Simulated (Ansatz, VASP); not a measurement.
## Two plane-wave programs on MgS

```
Mg S
1.0
     0.00000    2.60165    2.53661
     2.60165    0.00000    2.53661
     2.60165    2.60165    0.00000
Mg S
1 1
Direct
  0.00000 0.00000 0.00000
  0.50000 0.50000 0.50000
```

Change from the starting cell: strain +0.000 along x and y, -0.025 along z, atoms carried along.

Alike in both runs: task single point; functional LDA; k mesh 8 × 8 × 8; occupations gaussian, width 0.05 eV; no spin polarisation.

|  | VASP | Ansatz |
| --- | --- | --- |
| version | VASP 6.6.1 | Ansatz 0.2.0 |
| potentials or method | VASP PAW LDA potentials, release 64 (Mg, S), cutoff 520 eV | scalar-relativistic, plane waves, PAW |
| valence electrons in the cell | 8 | 16 |

```tsv
	VASP	Ansatz	Ansatz less VASP
gap on the k mesh at the Fermi level (eV)	2.49	2.49	+0.001
least direct gap on the mesh (eV)	3.65	3.64	-0.012
pressure (GPa)	-1.9	-1.3	+0.59
traceless stress, the component that is largest in VASP (GPa)	1.93	1.93	-0.002
```

LDA's correlation is that of Perdew and Zunger in VASP and of Perdew and Wang (1992) in Ansatz. VASP's potentials hold 8 valence electrons a cell and Ansatz's 16, so a difference there can come from the potentials and not from the codes.
